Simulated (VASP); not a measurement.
# LuHfO (P-6m2) in VASP: further runs, part 2 of 2

VASP 6.6.1.

### 5 Relaxation of cell and atoms, PBE

This run uses another cell than the first one, of 21.33 Å³/atom.

INCAR reads:

```
SYSTEM = LuHfO
ALGO = Normal ; EDIFF = 1E-6
EDIFFG = -0.04 ; ENCUT = 600
GGA = PE ; IBRION = 2
ISIF = 3 ; ISMEAR = 0
LASPH = .TRUE. ; LCHARG = .FALSE.
LREAL = .FALSE. ; LWAVE = .FALSE.
NELM = 60 ; NSW = 90
PREC = Accurate ; SIGMA = 0.1
```

KPOINTS reads:

```
k-points
0
G
  6 6 4
  0 0 0
```

POSCAR reads:

```
LuHfO
1.0
    4.0621832200      0.0000000000      0.0000000000
   -2.0310916100      3.5179538600      0.0000000000
    0.0000000000      0.0000000000      4.4781662700
Lu Hf O
1 1 1
Direct
    0.0000000000      0.0000000000      0.5000000000
    0.3333333300      0.6666666700      0.5000000000
    0.6666666700      0.3333333300      0.0000000000
```

Potentials or basis: VASP PAW PBE potentials, release 64 (Lu, Hf_pv, O).

Started as:

```sh
> cat potpaw_PBE.64/Lu/POTCAR potpaw_PBE.64/Hf_pv/POTCAR potpaw_PBE.64/O/POTCAR > POTCAR
> mpirun -np 1 vasp_std > vasp.out
```

OUTCAR:

```text
SYSTEM = LuHfO
   EDIFF = 1E-6
   EDIFFG = -0.04
   ENCUT = 600
   GGA = PE
   IBRION = 2
   ISIF = 3
   ISMEAR = 0
   LASPH = .TRUE.
   LREAL = .FALSE.
   NELM = 60
   NSW = 90
   PREC = Accurate

 ion  position               nearest neighbor table
   1  0.000  0.000  0.500-   2 2.35   2 2.35   2 2.35
   2  0.333  0.667  0.500-   1 2.35   1 2.35   1 2.35
   3  0.667  0.333  0.000-

  LATTYP: Found a hexagonal cell.
 ALAT       =     4.0621832200
 C/A-ratio  =     1.1024038128

  Lattice vectors:

 A1 = (   4.0621832200,   0.0000000000,   0.0000000000)
 A2 = (  -2.0310916100,   3.5179538600,   0.0000000000)
 A3 = (   0.0000000000,   0.0000000000,   4.4781662700)

Analysis of symmetry for initial positions (statically):
=====================================================================
 Subroutine PRICEL returns:
 Original cell was already a primitive cell.

 Routine SETGRP: Setting up the symmetry group for a
 hexagonal supercell.

 Subroutine GETGRP returns: Found 12 space group operations
 (whereof 12 operations were pure point group operations)
 out of a pool of 24 trial point group operations.

The static configuration has the point symmetry D_3h.

Analysis of symmetry for dynamics (positions and initial velocities):
=====================================================================
 Subroutine PRICEL returns:
 Original cell was already a primitive cell.

 Routine SETGRP: Setting up the symmetry group for a
 hexagonal supercell.

 Subroutine GETGRP returns: Found 12 space group operations
 (whereof 12 operations were pure point group operations)
 out of a pool of 24 trial point group operations.

The dynamic configuration has the point symmetry D_3h.

 Subroutine INISYM returns: Found 12 space group operations
 (whereof 12 operations are pure point group operations),
 and found     1 'primitive' translations

----------------------------------------------------------------------------------------

                                     Primitive cell
[... 102 lines left out ...]
   EMIN   =  10.00;   EMAX   =-10.00  energy-range for DOS
   EFERMI =   0.00;   METHOD = LEGACY
   ISMEAR =     0;   SIGMA  =   0.10  broadening in eV -4-tet -1-fermi 0-gaus
   EFERMI_NEDOS =   21; number of points for ismear=-14 and -15
   IALGO  =     38    algorithm
   IMIX   =      4    mixing-type and parameters
     AMIX     =   0.40;   BMIX     =  1.00
     AMIX_MAG =   1.60;   BMIX_MAG =  1.00
  volume/ion in A,a.u.               =      21.33       143.95
  Fermi-wavevector in a.u.,A,eV,Ry     =   1.411301  2.666971 27.099664  1.991769
  Thomas-Fermi vector in A             =   2.533166
   LORBIT       =      0    0 simple, 1 ext, 2 COOP (PROOUT), +10 PAW based schemes
   GGA     = PE    functional components
   LHFCALC =     F    Hartree Fock is set to
   AEXX    =    0.0000 exact exchange contribution
   IVDW    =     0    specifies the selected vdW correction
   LEPSILON=     F    determine dielectric tensor
   LRPA    =     F    only Hartree local field effects (RPA)
 conjugate gradient relaxation of ions
 non-spin polarized calculation
 Gauss-broadening in eV      SIGMA  =   0.10
  energy-cutoff  :      600.00
  volume of cell :       64.00
 maximum number of plane-waves:      2148
   NGX = 17   NGY = 17   NGZ = 17

--------------------------------------- Ionic step        1  -------------------------------------------

 number of electron      41.0000004 magnetization

 Free energy of the ion-electron system (eV)
  ---------------------------------------------------
  ext. energy  EPLUGINS =         0.00000000
  ---------------------------------------------------
  free energy    TOTEN  =       -11.68271355 eV

  energy without entropy =      -11.64986266  energy(sigma->0) =      -11.66628811

------------------------ aborting loop because EDIFF is reached ----------------------------------------

  FORCE on cell =-STRESS in cart. coord.  units (eV):
  Direction    XX          YY          ZZ          XY          YZ          ZX
  --------------------------------------------------------------------------------------
  -------------------------------------------------------------------------------------
  Total       10.1297913     10.1297912     -8.7145199      0.0000000      0.0000000      0.0000000
  in kB      253.6069884    253.6069880   -218.1745981      0.0000000      0.0000000      0.0000000
  external PRESSURE =      96.3464594 kB  Pullay stress =       0.0000000 kB
[... 1243 lines left out ...]
     23       3.7654      0.00000
     24       4.3474      0.00000

[... ionic steps 4 to 9 ...]

--------------------------------------- Ionic step       10  -------------------------------------------

 number of electron      41.0000025 magnetization

------------------------ aborting loop because EDIFF is reached ----------------------------------------
[... 69 lines left out ...]
--------------------------------------- Ionic step       12  -------------------------------------------

 number of electron      40.9999986 magnetization

 Free energy of the ion-electron system (eV)
  ---------------------------------------------------
  ext. energy  EPLUGINS =         0.00000000
  ---------------------------------------------------
  free energy    TOTEN  =       -16.51841185 eV

  energy without entropy =      -16.49153353  energy(sigma->0) =      -16.50497269

 E-fermi :   2.7731     XC(G=0): -10.8946

 val. band max:        2.7313073199   @ k =   0.3333   0.0000   0.2500
 cond. band min:       2.8219988571   @ k =   0.1667   0.1667   0.2500
 fundamental gap:      0.0906915372
 Fermi energy:         2.7730932290
[... 595 lines left out ...]
  FREE ENERGIE OF THE ION-ELECTRON SYSTEM (eV)
  ---------------------------------------------------
  free  energy   TOTEN  =       -16.5184118466 eV

  energy  without entropy=      -16.4915335319  energy(sigma->0) =      -16.50497269

 reached required accuracy - stopping structural energy minimisation
```

Run time: 3.7 min. Hardware: 1 thread of Intel Xeon 6975P-C (Granite Rapids), shared host; peak memory 0.23 GiB.

What came out:

* Free energy: -16.5184 eV
* Relaxed volume: 20.03 Å³/atom
* Relaxed cell: a = 4.875 Å, b = 4.875 Å, c = 2.920 Å, α = 90.00°, β = 90.00°, γ = 120.00°
* Space group after relaxing (to 0.1 Å): P-6m2 (No. 187)
* Energy gained by relaxing: 1611.9 meV/atom
* Ionic steps: 12
* Pressure after relaxing: -0.1 GPa
* Band gap on the k mesh: zero (an odd number of electrons rules out a gap without spin polarisation)

Step by step:
| step | energy change (eV) | largest force (eV/Å) | pressure (GPa) | volume (Å³) |
| --- | --- | --- | --- | --- |
| 1 | 0.0000 | 0.0000 | 9.63 | 64.00 |
| 2 | -3.2942 | 0.0000 | -2.22 | 74.42 |
| 3 | -3.8591 | 0.0000 | -7.39 | 77.94 |
| 4 | -3.9497 | 0.0000 | -8.38 | 78.80 |
| 5 | -4.7417 | 0.0000 | -3.98 | 64.88 |
| 6 | -4.7417 | 0.0000 | -3.94 | 64.83 |
| 7 | -4.8257 | 0.0000 | 1.04 | 58.97 |
| 8 | -4.8351 | 0.0000 | -0.28 | 60.33 |
| 9 | -4.8351 | 0.0000 | -0.18 | 60.42 |
| 10 | -4.8106 | 0.0000 | -2.25 | 62.61 |
| 11 | -4.8350 | 0.0000 | -0.45 | 60.50 |
| 12 | -4.8357 | 0.0000 | -0.12 | 60.10 |

Final structure:
```
Lu Hf O
1.0
     4.87494    0.00000    0.00000
    -2.43747    4.22182    0.00000
     0.00000    0.00000    2.92000
Lu Hf O
1 1 1
Direct
  0.00000 0.00000 0.50000
  0.33333 0.66667 0.50000
  0.66667 0.33333 0.00000
```

Levels at points of the mesh, in eV from the Fermi level:
| k point | band 17 | band 18 | band 19 | band 20 | band 21 | band 22 | band 23 | band 24 |
| --- | --- | --- | --- | --- | --- | --- | --- | --- |
| (0.00, 0.00, 0.00) | -3.17 | -3.17 | -1.04 | -0.64 | -0.12 | 0.95 | 0.95 | 2.96 |
| (0.50, 0.00, 0.00) | -2.95 | -2.31 | -0.95 | -0.70 | -0.23 | 0.11 | 0.63 | 1.90 |
| (0.00, 0.00, 0.50) | -2.37 | -2.37 | -1.30 | -1.30 | 0.45 | 1.86 | 1.86 | 1.92 |
| (0.50, 0.00, 0.50) | -3.18 | -2.67 | -1.09 | -0.08 | 0.10 | 0.35 | 0.90 | 1.52 |

Caveat: a cell axis changed by over 15 % at a fixed basis, so the end point is rough; spin-orbit coupling is left out, which moves the levels of the heavy elements; an odd number of electrons without spin polarisation forces a metal; a magnetic or distorted state may lie lower.

### 6 Relaxation of cell and atoms, PBE

INCAR, as its differences from that of step 5:

```diff
@@ -7,3 +7,3 @@
 LREAL = .FALSE. ; LWAVE = .FALSE.
-NELM = 60 ; NSW = 90
+NELM = 100 ; NSW = 90
 PREC = Accurate ; SIGMA = 0.1
```

KPOINTS reads:

```
k-points
0
G
  6 6 6
  0 0 0
```

POSCAR reads:

```
LuHfO
1.0
    4.8869079805      0.0000000000      0.0000000000
   -2.4434539903      4.2321864571      0.0000000000
    0.0000000000      0.0000000000      2.9255240471
Lu Hf O
1 1 1
Direct
    0.0000000000      0.0000000000      0.5000000000
    0.3333333333      0.6666666667      0.5000000000
    0.6666666667      0.3333333333      0.0000000000
```

Potentials or basis: VASP PAW PBE potentials, release 64 (Lu, Hf_pv, O).

Started as:

```sh
> cat potpaw_PBE.64/Lu/POTCAR potpaw_PBE.64/Hf_pv/POTCAR potpaw_PBE.64/O/POTCAR > POTCAR
> mpirun -np 1 vasp_std > vasp.out
```

It took 63 s on 1 thread of Intel Xeon 6975P-C (Granite Rapids), shared host; peak memory 0.24 GiB.

Results (log left out):

| Property | Result |
| --- | --- |
| Free energy | -16.6063 eV |
| Relaxed volume | 19.80 Å³/atom |
| Relaxed cell | a = 4.866 Å, b = 4.866 Å, c = 2.896 Å, α = 90.00°, β = 90.00°, γ = 120.00° |
| Space group after relaxing (to 0.1 Å) | P-6m2 (No. 187) |
| Energy gained by relaxing | 1.7 meV/atom |
| Ionic steps | 3 |
| Pressure after relaxing | 0.0 GPa |
| Band gap on the k mesh | zero (an odd number of electrons rules out a gap without spin polarisation) |

Stress tensor (GPa, compression positive):
```
-0.17  0.00  0.00
 0.00 -0.17  0.00
 0.00  0.00  0.24
```

Step by step:
| step | energy change (eV) | largest force (eV/Å) | pressure (GPa) | volume (Å³) |
| --- | --- | --- | --- | --- |
| 1 | 0.0000 | 0.0000 | -1.18 | 60.51 |
| 2 | -0.0048 | 0.0000 | 0.10 | 59.22 |
| 3 | -0.0050 | 0.0000 | -0.03 | 59.39 |

Final structure:
```
CELL_PARAMETERS angstrom
4.86614 0.00000 0.00000
-2.43307 4.21420 0.00000
0.00000 0.00000 2.89618
ATOMIC_POSITIONS crystal
Lu 0.00000 0.00000 0.50000
Hf 0.33333 0.66667 0.50000
O 0.66667 0.33333 0.00000
```

Levels at points of the mesh, in eV from the Fermi level:
| k point | band 18 | band 19 | band 20 | band 21 | band 22 | band 23 | band 24 |
| --- | --- | --- | --- | --- | --- | --- | --- |
| (0.00, 0.00, 0.00) | -3.28 | -1.10 | -0.65 | -0.28 | 0.86 | 0.86 | 2.90 |
| (0.50, 0.00, 0.00) | -2.40 | -1.04 | -0.71 | -0.36 | 0.01 | 0.57 | 1.82 |
| (0.00, 0.00, 0.50) | -2.44 | -1.44 | -1.44 | 0.41 | 1.82 | 1.82 | 1.93 |
| (0.50, 0.00, 0.50) | -2.74 | -1.21 | -0.13 | 0.02 | 0.28 | 0.83 | 1.43 |

Caveat: spin-orbit coupling is left out, which moves the levels of the heavy elements; an odd number of electrons without spin polarisation forces a metal; a magnetic or distorted state may lie lower.

### 7 Overview

| task | cell | k mesh | cutoff (eV) | gap on the mesh (eV) | pressure (GPa) | relaxed volume (Å³/atom) |
| --- | --- | --- | --- | --- | --- | --- |
| single point | a = 4.887, b = 4.887, c = 2.926 Å, angles 90.0, 90.0, 120.0°, 3 atoms | 6 × 6 × 4 | 520 | none | -0.1 | - |
| single point | a = 4.062, b = 4.062, c = 4.478 Å, angles 90.0, 90.0, 120.0°, 3 atoms | 6 × 6 × 4 | 520 | none | 9.6 | - |
| single point | a = 4.865, b = 4.865, c = 2.902 Å, angles 90.0, 90.0, 120.0°, 3 atoms | 6 × 6 × 6 | 520 | none | -0.2 | - |
| relaxation of cell and atoms | relaxed from a = 4.062, b = 4.062, c = 4.478 Å, angles 90.0, 90.0, 120.0°, 3 atoms | 6 × 6 × 4 | 600 | none | -0.1 | 20.03 |
| relaxation of cell and atoms | relaxed from a = 4.887, b = 4.887, c = 2.926 Å, angles 90.0, 90.0, 120.0°, 3 atoms | 6 × 6 × 6 | 600 | none | 0.0 | 19.80 |

Alike in all rows: level PBE; potentials or basis VASP PAW PBE potentials, release 64 (Lu, Hf_pv, O); no spin polarisation; smearing gaussian 0.1 eV.

Caveats: some runs use coarse meshes; spin-orbit coupling is left out, which moves the levels of the heavy elements; an odd number of electrons without spin polarisation forces a metal; a magnetic or distorted state may lie lower; the cell stands under pressure (at least some runs); a cell axis changed by over 15 % at a fixed basis, so the end point is rough (at least some runs).

Absolute energies hang on the potentials; compare differences alone.
